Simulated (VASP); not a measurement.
# Na2SrO2 (P-3m1) in VASP: a series of runs

The runs below take Na2SrO2 through single point, with PBE.

Everything below comes from runs of VASP 6.6.1. Logs are shortened: lines on timing, memory, paths and dates and some standing lists are left out, and cuts for length are marked.

## (1) The cell of the first run

It takes space group P-3m1 (No. 164, trigonal). The conventional cell has a = 3.600 Å, b = 3.600 Å, c = 6.451 Å, α = 90.00°, β = 90.00°, γ = 120.00°. Within 3.0 Å of Na (site symmetry 3m) lie 4 O at 2.30 to 2.88 Å and 3 Sr at 2.44 Å. Within 3.2 Å of Sr (site symmetry -3m) lie 6 Na at 2.44 Å and 6 O at 3.09 Å. O (site symmetry 3m) has 4 Na at 2.30 to 2.88 Å and 3 O at 2.81 Å and 3 Sr at 3.09 Å within 3.1 Å.

The cell was built from a structure type or drawn by symmetry, and may not be a known phase.

## (2) Single point, PBE

File INCAR:

```
SYSTEM = Na2SrO2
PREC = Accurate ; ENCUT = 520
EDIFF = 1E-6 ; ISMEAR = 0
SIGMA = 0.1 ; LREAL = .False.
LASPH = .True. ; NELM = 100
ALGO = Normal ; ISIF = 2
LWAVE = .False. ; LCHARG = .False.
GGA = PE ; NBANDS = 26
```

File KPOINTS:

```
regular mesh
0
Gamma
  6 6 4
  0 0 0
```

File POSCAR:

```
Na2SrO2
1.0
    3.6000234500      0.0000000000      0.0000000000
   -1.8000117300      3.1177117600      0.0000000000
    0.0000000000      0.0000000000      6.4513203500
Na Sr O
2 1 2
Direct
    0.6666666700      0.3333333300      0.8006809900
    0.3333333300      0.6666666700      0.1993190100
    0.0000000000      0.0000000000      0.0000000000
    0.6666666700      0.3333333300      0.3537370000
    0.3333333300      0.6666666700      0.6462630000
```

Potentials or basis: VASP PAW PBE potentials, release 64 (Na_pv, Sr_sv, O).

Run with:

```sh
$ cat potpaw_PBE.64/Na_pv/POTCAR potpaw_PBE.64/Sr_sv/POTCAR potpaw_PBE.64/O/POTCAR > POTCAR
$ mpirun -np 1 vasp_std > vasp.out
```

OUTCAR:

```text
SYSTEM = Na2SrO2
   PREC = Accurate
   ENCUT = 520
   EDIFF = 1E-6
   ISMEAR = 0
   LREAL = .False.
   LASPH = .True.
   NELM = 100
   ISIF = 2
   GGA = PE

 ion  position               nearest neighbor table
   1  0.667  0.333  0.801-   5 2.30   5 2.30   5 2.30   3 2.44   3 2.44   3 2.44
   2  0.333  0.667  0.199-   4 2.30   4 2.30   4 2.30   3 2.44   3 2.44   3 2.44
   3  0.000  0.000  0.000-   1 2.44   2 2.44   1 2.44   2 2.44   1 2.44   2 2.44   4 3.09   5 3.09
                             4 3.09   5 3.09   5 3.09   4 3.09
   4  0.667  0.333  0.354-   2 2.30   2 2.30   2 2.30   3 3.09   3 3.09   3 3.09
   5  0.333  0.667  0.646-   1 2.30   1 2.30   1 2.30   3 3.09   3 3.09   3 3.09

  LATTYP: Found a hexagonal cell.
 ALAT       =     3.6000234500
 C/A-ratio  =     1.7920217575

  Lattice vectors:

 A1 = (   3.6000234500,   0.0000000000,   0.0000000000)
 A2 = (  -1.8000117300,   3.1177117600,   0.0000000000)
 A3 = (   0.0000000000,   0.0000000000,   6.4513203500)

Analysis of symmetry for initial positions (statically):
=====================================================================
 Subroutine PRICEL returns:
 Original cell was already a primitive cell.

 Routine SETGRP: Setting up the symmetry group for a
 hexagonal supercell.

 Subroutine GETGRP returns: Found 12 space group operations
 (whereof 12 operations were pure point group operations)
 out of a pool of 24 trial point group operations.

The static configuration has the point symmetry D_3d.

Analysis of symmetry for dynamics (positions and initial velocities):
=====================================================================
 Subroutine PRICEL returns:
 Original cell was already a primitive cell.

 Routine SETGRP: Setting up the symmetry group for a
 hexagonal supercell.

 Subroutine GETGRP returns: Found 12 space group operations
 (whereof 12 operations were pure point group operations)
 out of a pool of 24 trial point group operations.

The dynamic configuration has the point symmetry D_3d.

 Subroutine INISYM returns: Found 12 space group operations
 (whereof 12 operations are pure point group operations),
 and found     1 'primitive' translations

----------------------------------------------------------------------------------------

                                     Primitive cell

  volume of cell :      72.4086

  direct lattice vectors                    reciprocal lattice vectors
     3.600023450  0.000000000  0.000000000     0.277775968  0.160374031  0.000000000
    -1.800011730  3.117711760  0.000000000     0.000000000  0.320748060  0.000000000
     0.000000000  0.000000000  6.451320350     0.000000000  0.000000000  0.155007029

  length of vectors
     3.600023450  3.600023451  6.451320350     0.320748061  0.320748060  0.155007029

  position of ions in fractional coordinates (direct lattice)
     0.666666670  0.333333330  0.800680990
     0.333333330  0.666666670  0.199319010
     0.000000000  0.000000000  0.000000000
     0.666666670  0.333333330  0.353737000
     0.333333330  0.666666670  0.646263000

  ion indices of the primitive-cell ions
   primitive index   ion index
                 1           1
                 2           2
                 3           3
                 4           4
                 5           5

----------------------------------------------------------------------------------------

 KPOINTS: regular mesh

Automatic generation of k-mesh.
 Grid dimensions read from file:
 generate k-points for:    6    6    4

 Generating k-lattice:

  Cartesian coordinates                     Fractional coordinates (reciprocal lattice)
     0.046295995  0.026729005  0.000000000     0.166666667  0.000000000  0.000000000
     0.000000000  0.053458010  0.000000000     0.000000000  0.166666667  0.000000000
     0.000000000  0.000000000  0.038751757     0.000000000  0.000000000  0.250000000

  Length of vectors
     0.053458010  0.053458010  0.038751757

  Shift w.r.t. Gamma in fractional coordinates (k-lattice)
     0.000000000  0.000000000  0.000000000

 Subroutine IBZKPT returns following result:
 ===========================================

 Found     24 irreducible k-points:

 Following reciprocal coordinates:
            Coordinates               Weight
  0.000000  0.000000  0.000000      1.000000
  0.166667 -0.000000  0.000000      6.000000
  0.333333  0.000000  0.000000      6.000000
  0.500000  0.000000  0.000000      3.000000
  0.166667  0.166667  0.000000      6.000000
  0.333333  0.166667  0.000000     12.000000
[... 16 lines left out ...]
  0.333333  0.166667  0.500000     12.000000
  0.333333  0.333333  0.500000      2.000000
   k-points           NKPTS =     24   k-points in BZ     NKDIM =     24   number of bands    NBANDS=     26
   number of dos      NEDOS =    301   number of ions     NIONS =      5
   total plane-waves  NPLWV =  37632
   dimension x,y,z NGX =    28 NGY =   28 NGZ =   48
   dimension x,y,z NGXF=    56 NGYF=   56 NGZF=   96
   ions per type =               2   1   2
   NGX,Y,Z   is equivalent  to a cutoff of  12.93, 12.93, 12.37 a.u.
   NGXF,Y,Z  is equivalent  to a cutoff of  25.86, 25.86, 24.74 a.u.
 SYSTEM =  Na2SrO2
   PREC   = accura    normal or accurate (medium, high low for compatibility)
   ISTART =      0    job   : 0-new  1-cont  2-samecut
   ICHARG =      2    charge: 1-file 2-atom 10-const
   ISPIN  =      1    spin polarized calculation?
   LNONCOLLINEAR =      F non collinear calculations
   LSORBIT =      F    spin-orbit coupling
   LASPH  =      T    aspherical Exc in radial PAW
   ENCUT  =  520.0 eV  38.22 Ry    6.18 a.u.   6.69  6.69 12.00*2*pi/ulx,y,z
   NELM   =    100;   NELMIN=  2; NELMDL= -5     # of ELM steps
   EDIFF  = 0.1E-05   stopping-criterion for ELM
   LREAL  =      F    real-space projection
   EDIFFG = 0.1E-04   stopping-criterion for IOM
   NSW    =      0    number of steps for IOM
   IBRION =     -1    ionic relax: 0-MD 1-quasi-New 2-CG
   NFREE  =      0    steps in history (QN), initial steepest desc. (CG)
   ISIF   =      2    stress and relaxation
   ISYM   =      2    0-nonsym 1-usesym 2-fastsym
   POTIM  = 0.5000    time-step for ionic-motion
   TEBEG  =    0.0;   TEEND  =   0.0 temperature during run
   PSTRESS=    0.0 pullay stress
   NELECT =      36.0000    total number of electrons
   NUPDOWN=      -1.0000    fix difference up-down
   EMIN   =  10.00;   EMAX   =-10.00  energy-range for DOS
   EFERMI =   0.00;   METHOD = LEGACY
   ISMEAR =     0;   SIGMA  =   0.10  broadening in eV -4-tet -1-fermi 0-gaus
   EFERMI_NEDOS =   21; number of points for ismear=-14 and -15
   IALGO  =     38    algorithm
   IMIX   =      4    mixing-type and parameters
     AMIX     =   0.40;   BMIX     =  1.00
     AMIX_MAG =   1.60;   BMIX_MAG =  1.00
  volume/ion in A,a.u.               =      14.48        97.73
  Fermi-wavevector in a.u.,A,eV,Ry     =   1.296918  2.450819 22.884933  1.681995
  Thomas-Fermi vector in A             =   2.428343
   LORBIT       =      0    0 simple, 1 ext, 2 COOP (PROOUT), +10 PAW based schemes
   GGA     = PE    functional components
   LHFCALC =     F    Hartree Fock is set to
   AEXX    =    0.0000 exact exchange contribution
   IVDW    =     0    specifies the selected vdW correction
   LEPSILON=     F    determine dielectric tensor
   LRPA    =     F    only Hartree local field effects (RPA)
 non-spin polarized calculation
 Gauss-broadening in eV      SIGMA  =   0.10
  energy-cutoff  :      520.00
  volume of cell :       72.41
 maximum number of plane-waves:      1980
 NGX is ok and might be reduce to    28
   NGX = 13   NGY = 13   NGZ = 23

 number of electron      35.9999996 magnetization

 Free energy of the ion-electron system (eV)
  ---------------------------------------------------
  ext. energy  EPLUGINS =         0.00000000
  ---------------------------------------------------
  free energy    TOTEN  =       -10.95309923 eV

  energy without entropy =      -10.93904211  energy(sigma->0) =      -10.94607067

 E-fermi :   2.3201     XC(G=0):  -9.8051

 val. band max:        2.3153083777   @ k =   0.0000   0.0000   0.2500
 cond. band min:       2.3532719078   @ k =   0.5000   0.0000   0.5000
 fundamental gap:      0.0379635301
 Fermi energy:         2.3201350705

 k-point     1 :       0.0000    0.0000    0.0000
  band No.  band energies     occupation
      1     -34.5595      2.00000
      2     -22.2052      2.00000
      3     -22.2052      2.00000
      4     -22.1820      2.00000
      5     -22.1820      2.00000
      6     -22.1661      2.00000
[... 18 lines left out ...]
     25       9.7235      0.00000
     26      11.3842      0.00000

 k-point     2 :       0.1667   -0.0000    0.0000
  band No.  band energies     occupation
      1     -34.5406      2.00000
      2     -22.2669      2.00000
      3     -22.2344      2.00000
      4     -22.2035      2.00000
      5     -22.1720      2.00000
      6     -22.1519      2.00000
[... 18 lines left out ...]
     25      10.3727      0.00000
     26      12.7415      0.00000

 k-point     3 :       0.3333    0.0000    0.0000
  band No.  band energies     occupation
      1     -34.5023      2.00000
      2     -22.3516      2.00000
      3     -22.2754      2.00000
      4     -22.2346      2.00000
      5     -22.1694      2.00000
      6     -22.1589      2.00000
[... 18 lines left out ...]
     25      11.3878      0.00000
     26      12.6558      0.00000

 k-point     4 :       0.5000    0.0000    0.0000
  band No.  band energies     occupation
      1     -34.4829      2.00000
      2     -22.3914      2.00000
      3     -22.2937      2.00000
      4     -22.2421      2.00000
      5     -22.1746      2.00000
      6     -22.1703      2.00000
[... 18 lines left out ...]
     25      10.2243      0.00000
     26      11.8307      0.00000
[... 496 lines left out ...]
      1     -34.5119      2.00000
      2     -22.3119      2.00000
      3     -22.2977      2.00000
      4     -22.2115      2.00000
      5     -22.1829      2.00000
      6     -22.1489      2.00000
[... 18 lines left out ...]
     25      10.4342      0.00000
     26      13.3395      0.00000

 k-point    23 :       0.3333    0.1667    0.5000
  band No.  band energies     occupation
      1     -34.4828      2.00000
      2     -22.3730      2.00000
      3     -22.3278      2.00000
      4     -22.2459      2.00000
      5     -22.1779      2.00000
      6     -22.1503      2.00000
[... 18 lines left out ...]
     25       9.9176      0.00000
     26      11.5042      0.00000

 k-point    24 :       0.3333    0.3333    0.5000
  band No.  band energies     occupation
      1     -34.4730      2.00000
      2     -22.3656      2.00000
      3     -22.3656      2.00000
      4     -22.2734      2.00000
      5     -22.1621      2.00000
      6     -22.1621      2.00000
[... 18 lines left out ...]
     25      11.7808      0.00000
     26      11.7809      0.00000

------------------------ aborting loop because EDIFF is reached ----------------------------------------

  FORCE on cell =-STRESS in cart. coord.  units (eV):
  Direction    XX          YY          ZZ          XY          YZ          ZX
  --------------------------------------------------------------------------------------
  -------------------------------------------------------------------------------------
  Total       14.5556906     14.5556906     -6.1731497     -0.0000000      0.0000000      0.0000000
  in kB      322.0723916    322.0723912   -136.5927002     -0.0000005      0.0000000      0.0000000
  external PRESSURE =     169.1840276 kB  Pullay stress =       0.0000000 kB

 VOLUME and BASIS-vectors are now :
 -----------------------------------------------------------------------------
  energy-cutoff  :      520.00
  volume of cell :       72.41
      direct lattice vectors                 reciprocal lattice vectors
     3.600023450  0.000000000  0.000000000     0.277775968  0.160374031  0.000000000
    -1.800011730  3.117711760  0.000000000     0.000000000  0.320748060  0.000000000
     0.000000000  0.000000000  6.451320350     0.000000000  0.000000000  0.155007029

 POSITION                                       TOTAL-FORCE (eV/Angst)
 -----------------------------------------------------------------------------------
      1.80001      1.03924      5.16545         0.000000      0.000000     -5.843955
     -0.00000      2.07847      1.28587        -0.000000      0.000000      5.843955
      0.00000      0.00000      0.00000         0.000000      0.000000      0.000000
      1.80001      1.03924      2.28207        -0.000000      0.000000     -4.736292
     -0.00000      2.07847      4.16925         0.000000     -0.000000      4.736292
 -----------------------------------------------------------------------------------
    total drift:                               -0.000000      0.000000     -0.000000

  FREE ENERGIE OF THE ION-ELECTRON SYSTEM (eV)
  ---------------------------------------------------
  free  energy   TOTEN  =       -10.9530992313 eV

  energy  without entropy=      -10.9390421058  energy(sigma->0) =      -10.94607067
```

Run time: 46 s. Hardware: 1 thread of Intel Xeon Platinum 8375C at 2.90GHz (Ice Lake), shared host; peak memory 0.2 GiB.

What came out:

```
Free energy            : -10.9531 eV
Pressure               : 16.9 GPa
Largest force          : 5.844 eV/Å
Band gap on the k mesh : zero (filled and empty bands touch)
```

Forces in eV/Å, atoms in the order of the input:
```
Na   0.000  0.000 -5.844
Na   0.000  0.000  5.844
Sr   0.000  0.000  0.000
O    0.000  0.000 -4.736
O    0.000  0.000  4.736
```

Stress tensor (GPa, compression positive):
```
 32.21   0.00   0.00
  0.00  32.21   0.00
  0.00   0.00 -13.66
```

Caveat: the cell stands under pressure; forces of over 1 eV/Å act on the atoms, so gaps and moduli don't describe the material at rest.

## (3) Single point, PBE

This run uses another cell than the first one, of 15.56 Å³/atom.

File INCAR:

```
ALGO     = Normal         # electronic algorithm
EDIFF    = 1E-7           # SCF threshold, eV
ENCUT    = 520            # plane-wave cutoff, eV
GGA      = PE             # functional
ISIF     = 2              # what is computed and relaxed
ISMEAR   = 0              # smearing method
LASPH    = True           # aspherical terms in the spheres
LCHARG   = False          # write CHGCAR
LREAL    = False          # projectors in reciprocal space
LWAVE    = False          # write WAVECAR
NBANDS   = 26             # bands
NELM     = 60             # most SCF steps
PREC     = Accurate       # precision mode
SIGMA    = 0.1            # smearing width, eV
```

File KPOINTS:

```
k-points
0
Gamma
  6 6 4
```

File POSCAR:

```
Na2SrO2
1.0
    3.7832362287      0.0000000030      0.0000000000
   -1.8916181170      3.2763786810      0.0000000000
    0.0000000000      0.0000000000      6.2782545280
Na Sr O
2 1 2
Direct
    0.6666666667      0.3333333333      0.6303218734
    0.3333333333      0.6666666667      0.3696781266
    0.0000000000      0.0000000000      0.0000000000
    0.6666666667      0.3333333333      0.2313810042
    0.3333333333      0.6666666667      0.7686189958
```

Potentials or basis: VASP PAW PBE potentials, release 64 (Na_pv, Sr_sv, O).

Run with:

```sh
$ cat potpaw_PBE.64/Na_pv/POTCAR potpaw_PBE.64/Sr_sv/POTCAR potpaw_PBE.64/O/POTCAR > POTCAR
$ mpirun -np 1 vasp_std > vasp.out
```

It took 44 s on 1 thread of Intel Xeon Platinum 8375C at 2.90GHz (Ice Lake), shared host; peak memory 0.21 GiB.

The run converged. Its results:

```
Free energy            : -23.1861 eV
Pressure               : 0.4 GPa
Largest force          : 0.029 eV/Å
Band gap on the k mesh : 2.62 eV
```

Forces on the atoms (eV/Å):
```
Na   0.000  0.000 -0.014
Na   0.000  0.000  0.014
Sr   0.000  0.000  0.000
O    0.000  0.000  0.029
O    0.000  0.000 -0.029
```

Stress tensor (GPa, compression positive):
```
0.50 0.00 0.00
0.00 0.50 0.00
0.00 0.00 0.24
```

Levels at points of the mesh, in eV from the valence-band top:
| k point | band 16 | band 17 | band 18 | band 19 | band 20 | band 21 |
| --- | --- | --- | --- | --- | --- | --- |
| (0.00, 0.00, 0.00) | -0.08 | 0.00 | 0.00 | 2.62 | 6.26 | 7.02 |
| (0.50, 0.00, 0.00) | -0.58 | -0.44 | -0.17 | 4.41 | 5.93 | 7.22 |
| (0.00, 0.00, 0.50) | -0.63 | -0.01 | -0.01 | 4.16 | 4.97 | 6.41 |
| (0.50, 0.00, 0.50) | -0.64 | -0.15 | -0.11 | 5.00 | 5.46 | 7.01 |
